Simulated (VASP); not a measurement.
# Sr2Br3 (Pm-3m) in VASP: further runs

The runs below take Sr2Br3 through relaxation of cell and atoms, single point, with PBE.

All numbers are computed with VASP 6.6.1; they aren't measurements. Logs are shortened: lines on timing, memory, paths and dates and some standing lists are left out, and cuts for length are marked.

## Step 1: The cell of the first run

It takes space group Pm-3m (No. 221, cubic). Conventional cell: a = 5.528 Å, b = 5.528 Å, c = 5.528 Å, α = 90.00°, β = 90.00°, γ = 90.00°. Within 5.1 Å of Sr (site symmetry m-3m) lie 12 Br at 3.91 Å and 8 Sr at 4.79 Å. Sr (site symmetry m-3m) has 6 Br at 2.76 Å within 3.6 Å. Br (site symmetry 4/mmm) has 2 Sr at 2.76 Å within 3.6 Å.

## Step 2: Relaxation of cell and atoms, PBE

Contents of INCAR:

```
SYSTEM = Sr2Br3
PREC = Accurate
ENCUT = 600
EDIFF = 1E-6
ISMEAR = 0
SIGMA = 0.1
LREAL = .FALSE.
LASPH = .TRUE.
NELM = 100
ALGO = Normal
ISIF = 3
LWAVE = .FALSE.
LCHARG = .FALSE.
GGA = PE
IBRION = 2
NSW = 90
EDIFFG = -0.04
```

Contents of KPOINTS:

```
regular mesh
0
G
  4 4 4
  0 0 0
```

Contents of POSCAR:

```
Sr2Br3
1.0
    5.5284790600      0.0000000000      0.0000000000
    0.0000000000      5.5284790600      0.0000000000
    0.0000000000      0.0000000000      5.5284790600
Sr Br
2 3
Direct
    0.0000000000      0.0000000000      0.0000000000
    0.5000000000      0.5000000000      0.5000000000
    0.0000000000      0.5000000000      0.5000000000
    0.5000000000      0.0000000000      0.5000000000
    0.5000000000      0.5000000000      0.0000000000
```

Potentials or basis: VASP PAW PBE potentials, release 64 (Sr_sv, Br).

Command:

```
> cat potpaw_PBE.64/Sr_sv/POTCAR potpaw_PBE.64/Br/POTCAR > POTCAR
> mpirun -np 1 vasp_std > vasp.out
```

OUTCAR:

```text
SYSTEM = Sr2Br3
   PREC = Accurate
   ENCUT = 600
   EDIFF = 1E-6
   ISMEAR = 0
   LREAL = .FALSE.
   LASPH = .TRUE.
   NELM = 100
   ISIF = 3
   GGA = PE
   IBRION = 2
   NSW = 90
   EDIFFG = -0.04

 ion  position               nearest neighbor table
   1  0.000  0.000  0.000-   3 3.91   4 3.91   5 3.91   3 3.91   4 3.91   3 3.91   5 3.91   3 3.91
                             4 3.91   5 3.91   4 3.91   5 3.91   2 4.79   2 4.79   2 4.79   2 4.79
   2  0.500  0.500  0.500-   3 2.76   4 2.76   5 2.76   5 2.76   4 2.76   3 2.76   1 4.79   1 4.79
                             1 4.79   1 4.79   1 4.79   1 4.79   1 4.79   1 4.79
   3  0.000  0.500  0.500-   2 2.76   2 2.76   1 3.91   1 3.91   1 3.91   1 3.91
   4  0.500  0.000  0.500-   2 2.76   2 2.76   1 3.91   1 3.91   1 3.91   1 3.91
   5  0.500  0.500  0.000-   2 2.76   2 2.76   1 3.91   1 3.91   1 3.91   1 3.91

  LATTYP: Found a simple cubic cell.
 ALAT       =     5.5284790600

  Lattice vectors:

 A1 = (   5.5284790600,   0.0000000000,   0.0000000000)
 A2 = (   0.0000000000,   5.5284790600,   0.0000000000)
 A3 = (   0.0000000000,   0.0000000000,   5.5284790600)

Analysis of symmetry for initial positions (statically):
=====================================================================
 Subroutine PRICEL returns:
 Original cell was already a primitive cell.

 Routine SETGRP: Setting up the symmetry group for a
 simple cubic supercell.

 Subroutine GETGRP returns: Found 48 space group operations
 (whereof 48 operations were pure point group operations)
 out of a pool of 48 trial point group operations.

The static configuration has the point symmetry O_h .

Analysis of symmetry for dynamics (positions and initial velocities):
=====================================================================
 Subroutine PRICEL returns:
 Original cell was already a primitive cell.

 Routine SETGRP: Setting up the symmetry group for a
 simple cubic supercell.

 Subroutine GETGRP returns: Found 48 space group operations
 (whereof 48 operations were pure point group operations)
 out of a pool of 48 trial point group operations.

The dynamic configuration has the point symmetry O_h .

 Subroutine INISYM returns: Found 48 space group operations
 (whereof 48 operations are pure point group operations),
 and found     1 'primitive' translations

----------------------------------------------------------------------------------------

                                     Primitive cell

  volume of cell :     168.9729

  direct lattice vectors                    reciprocal lattice vectors
     5.528479060  0.000000000  0.000000000     0.180881575  0.000000000  0.000000000
     0.000000000  5.528479060  0.000000000     0.000000000  0.180881575  0.000000000
     0.000000000  0.000000000  5.528479060     0.000000000  0.000000000  0.180881575

  length of vectors
     5.528479060  5.528479060  5.528479060     0.180881575  0.180881575  0.180881575

  position of ions in fractional coordinates (direct lattice)
     0.000000000  0.000000000  0.000000000
     0.500000000  0.500000000  0.500000000
     0.000000000  0.500000000  0.500000000
     0.500000000  0.000000000  0.500000000
     0.500000000  0.500000000  0.000000000

  ion indices of the primitive-cell ions
   primitive index   ion index
                 1           1
                 2           2
                 3           3
                 4           4
                 5           5

----------------------------------------------------------------------------------------

 KPOINTS: regular mesh

Automatic generation of k-mesh.
 Grid dimensions read from file:
 generate k-points for:    4    4    4

 Generating k-lattice:

  Cartesian coordinates                     Fractional coordinates (reciprocal lattice)
     0.045220394  0.000000000  0.000000000     0.250000000  0.000000000  0.000000000
     0.000000000  0.045220394  0.000000000     0.000000000  0.250000000  0.000000000
     0.000000000  0.000000000  0.045220394     0.000000000  0.000000000  0.250000000

  Length of vectors
     0.045220394  0.045220394  0.045220394

  Shift w.r.t. Gamma in fractional coordinates (k-lattice)
     0.000000000  0.000000000  0.000000000

 Subroutine IBZKPT returns following result:
 ===========================================

 Found     10 irreducible k-points:

 Following reciprocal coordinates:
            Coordinates               Weight
  0.000000  0.000000  0.000000      1.000000
  0.250000  0.000000  0.000000      6.000000
  0.500000  0.000000  0.000000      3.000000
  0.250000  0.250000  0.000000     12.000000
  0.500000  0.250000  0.000000     12.000000
  0.500000  0.500000  0.000000      3.000000
  0.250000  0.250000  0.250000      8.000000
  0.500000  0.250000  0.250000     12.000000
  0.500000  0.500000  0.250000      6.000000
  0.500000  0.500000  0.500000      1.000000
   k-points           NKPTS =     10   k-points in BZ     NKDIM =     10   number of bands    NBANDS=     24
   number of dos      NEDOS =    301   number of ions     NIONS =      5
   total plane-waves  NPLWV = 110592
   dimension x,y,z NGX =    48 NGY =   48 NGZ =   48
   dimension x,y,z NGXF=    96 NGYF=   96 NGZF=   96
   ions per type =               2   3
   NGX,Y,Z   is equivalent  to a cutoff of  14.43, 14.43, 14.43 a.u.
   NGXF,Y,Z  is equivalent  to a cutoff of  28.87, 28.87, 28.87 a.u.
 SYSTEM =  Sr2Br3
   PREC   = accura    normal or accurate (medium, high low for compatibility)
   ISTART =      0    job   : 0-new  1-cont  2-samecut
   ICHARG =      2    charge: 1-file 2-atom 10-const
   ISPIN  =      1    spin polarized calculation?
   LNONCOLLINEAR =      F non collinear calculations
   LSORBIT =      F    spin-orbit coupling
   LASPH  =      T    aspherical Exc in radial PAW
   ENCUT  =  600.0 eV  44.10 Ry    6.64 a.u.  11.04 11.04 11.04*2*pi/ulx,y,z
   NELM   =    100;   NELMIN=  2; NELMDL= -5     # of ELM steps
   EDIFF  = 0.1E-05   stopping-criterion for ELM
   LREAL  =      F    real-space projection
   EDIFFG = -.4E-01   stopping-criterion for IOM
   NSW    =     90    number of steps for IOM
   IBRION =      2    ionic relax: 0-MD 1-quasi-New 2-CG
   NFREE  =      1    steps in history (QN), initial steepest desc. (CG)
   ISIF   =      3    stress and relaxation
   ISYM   =      2    0-nonsym 1-usesym 2-fastsym
   POTIM  = 0.5000    time-step for ionic-motion
   TEBEG  =    0.0;   TEEND  =   0.0 temperature during run
   PSTRESS=    0.0 pullay stress
   NELECT =      41.0000    total number of electrons
   NUPDOWN=      -1.0000    fix difference up-down
   EMIN   =  10.00;   EMAX   =-10.00  energy-range for DOS
   EFERMI =   0.00;   METHOD = LEGACY
   ISMEAR =     0;   SIGMA  =   0.10  broadening in eV -4-tet -1-fermi 0-gaus
   EFERMI_NEDOS =   21; number of points for ismear=-14 and -15
   IALGO  =     38    algorithm
   IMIX   =      4    mixing-type and parameters
     AMIX     =   0.40;   BMIX     =  1.00
     AMIX_MAG =   1.60;   BMIX_MAG =  1.00
  volume/ion in A,a.u.               =      33.79       228.06
  Fermi-wavevector in a.u.,A,eV,Ry     =   1.021089  1.929579 14.185756  1.042624
  Thomas-Fermi vector in A             =   2.154695
   LORBIT       =      0    0 simple, 1 ext, 2 COOP (PROOUT), +10 PAW based schemes
   GGA     = PE    functional components
   LHFCALC =     F    Hartree Fock is set to
   AEXX    =    0.0000 exact exchange contribution
   IVDW    =     0    specifies the selected vdW correction
   LEPSILON=     F    determine dielectric tensor
   LRPA    =     F    only Hartree local field effects (RPA)
 conjugate gradient relaxation of ions
 non-spin polarized calculation
 Gauss-broadening in eV      SIGMA  =   0.10
  energy-cutoff  :      600.00
  volume of cell :      168.97
 maximum number of plane-waves:      5660
 NGX is ok and might be reduce to    48
   NGX = 23   NGY = 23   NGZ = 23

--------------------------------------- Ionic step        1  -------------------------------------------

 number of electron      41.0000005 magnetization

 Free energy of the ion-electron system (eV)
  ---------------------------------------------------
  ext. energy  EPLUGINS =         0.00000000
  ---------------------------------------------------
  free energy    TOTEN  =       -15.40974589 eV

  energy without entropy =      -15.40347579  energy(sigma->0) =      -15.40661084

------------------------ aborting loop because EDIFF is reached ----------------------------------------

  FORCE on cell =-STRESS in cart. coord.  units (eV):
  Direction    XX          YY          ZZ          XY          YZ          ZX
  --------------------------------------------------------------------------------------
  -------------------------------------------------------------------------------------
  Total        7.6509022      7.6509022      7.6509022      0.0000000     -0.0000000      0.0000000
  in kB       72.5447900     72.5447900     72.5447900      0.0000000     -0.0000000      0.0000000
  external PRESSURE =      72.5447900 kB  Pullay stress =       0.0000000 kB
[... 63 lines left out ...]
  energy  without entropy=      -16.1958241103  energy(sigma->0) =      -16.20059932

--------------------------------------- Ionic step        3  -------------------------------------------

 number of electron      40.9999992 magnetization

 Free energy of the ion-electron system (eV)
  ---------------------------------------------------
  ext. energy  EPLUGINS =         0.00000000
  ---------------------------------------------------
  free energy    TOTEN  =       -16.20851229 eV

  energy without entropy =      -16.19857077  energy(sigma->0) =      -16.20354153

 E-fermi :   2.6893     XC(G=0):  -7.3522

 val. band max:        2.4876428751   @ k =   0.2500   0.2500   0.2500
 cond. band min:       2.6949636553   @ k =   0.5000   0.5000   0.2500
 fundamental gap:      0.2073207802
 Fermi energy:         2.6892540468

 k-point     1 :       0.0000    0.0000    0.0000
  band No.  band energies     occupation
      1     -36.1422      2.00000
      2     -34.2444      2.00000
      3     -18.0351      2.00000
      4     -18.0351      2.00000
      5     -18.0351      2.00000
      6     -16.3277      2.00000
[... 291 lines left out ...]
  FREE ENERGIE OF THE ION-ELECTRON SYSTEM (eV)
  ---------------------------------------------------
  free  energy   TOTEN  =       -16.2085122949 eV

  energy  without entropy=      -16.1985707698  energy(sigma->0) =      -16.20354153

 reached required accuracy - stopping structural energy minimisation
```

Wall time 66 s (1 thread of Intel Xeon 6975P-C (Granite Rapids), shared host); peak memory 0.35 GiB.

Results:

| Item | Value |
| --- | --- |
| Free energy | -16.2085 eV |
| Relaxed volume | 42.62 Å³/atom |
| Relaxed cell | a = 5.973 Å, b = 5.973 Å, c = 5.973 Å, α = 90.00°, β = 90.00°, γ = 90.00° |
| Space group after relaxing (to 0.05 Å) | Pm-3m (No. 221) |
| Energy gained by relaxing | 159.8 meV/atom |
| Ionic steps | 3 |
| Pressure after relaxing | 0.0 GPa |

Step by step:
| step | energy change (eV) | largest force (eV/Å) | pressure (GPa) | volume (Å³) |
| --- | --- | --- | --- | --- |
| 1 | 0.0000 | 0.0000 | 7.25 | 168.97 |
| 2 | -0.7956 | 0.0000 | 0.30 | 209.22 |
| 3 | -0.7988 | 0.0000 | -0.04 | 213.08 |

Final structure:
```
Sr Br
1.0
     5.97281    0.00000    0.00000
     0.00000    5.97281    0.00000
     0.00000    0.00000    5.97281
Sr Br
2 3
Direct
  0.00000 0.00000 0.00000
  0.50000 0.50000 0.50000
  0.00000 0.50000 0.50000
  0.50000 0.00000 0.50000
  0.50000 0.50000 0.00000
```

Levels at points of the mesh, in eV from the Fermi level:
```
           k point  band 16  band 17  band 18  band 19  band 20  band 21  band 22  band 23  band 24
(0.00, 0.00, 0.00)    -4.40    -4.40    -4.20    -4.20    -4.20    -1.39     0.57     0.67     0.72
(0.50, 0.00, 0.00)    -4.70    -4.70    -4.54    -4.27    -4.27     0.06     0.87     1.18     1.24
(0.50, 0.50, 0.00)    -4.72    -4.72    -4.70    -4.70    -3.97     0.47     1.12     1.36     1.62
(0.50, 0.50, 0.50)    -5.24    -5.24    -3.95    -3.95    -3.95    -0.35     0.85     0.85     0.85
```

Caveat: the volume moved by over 15 % at a fixed basis, so the end points are rough; an odd number of electrons without spin polarisation forces a metal; a magnetic or distorted state may lie lower.

## Step 3: Single point, PBE

Contents of INCAR:

```
SYSTEM = Sr2Br3
ALGO = Normal ; EDIFF = 1E-6
ENCUT = 520 ; GGA = PE
ISIF = 2 ; ISMEAR = 0
LASPH = .True. ; LCHARG = .False.
LREAL = .False. ; LWAVE = .False.
NBANDS = 28 ; NELM = 100
PREC = Accurate ; SIGMA = 0.1
```

Contents of KPOINTS:

```
k-points
0
Gamma
  4 4 4
  0 0 0
```

POSCAR is that of step 2.

Potentials or basis: VASP PAW PBE potentials, release 64 (Sr_sv, Br).

Command:

```
> cat potpaw_PBE.64/Sr_sv/POTCAR potpaw_PBE.64/Br/POTCAR > POTCAR
> mpirun -np 1 vasp_std > vasp.out
```

It took 24 s on 1 thread of Intel Xeon 6975P-C (Granite Rapids), shared host; peak memory 0.26 GiB.

The run converged. Its results:

```
Free energy : -15.4101 eV
Pressure    : 7.2 GPa
```

Levels at points of the mesh, in eV from the Fermi level:
| k point | band 19 | band 20 | band 21 | band 22 | band 23 | band 24 |
| --- | --- | --- | --- | --- | --- | --- |
| (0.00, 0.00, 0.00) | -4.60 | -4.60 | -1.58 | 0.09 | 0.09 | 0.11 |
| (0.50, 0.00, 0.00) | -4.73 | -4.73 | 0.27 | 0.82 | 0.84 | 1.07 |
| (0.50, 0.50, 0.00) | -5.13 | -4.51 | 0.76 | 1.12 | 1.41 | 1.80 |
| (0.50, 0.50, 0.50) | -4.48 | -4.48 | -0.55 | 0.65 | 0.65 | 0.65 |

Caveat: an odd number of electrons without spin polarisation forces a metal; a magnetic or distorted state may lie lower.
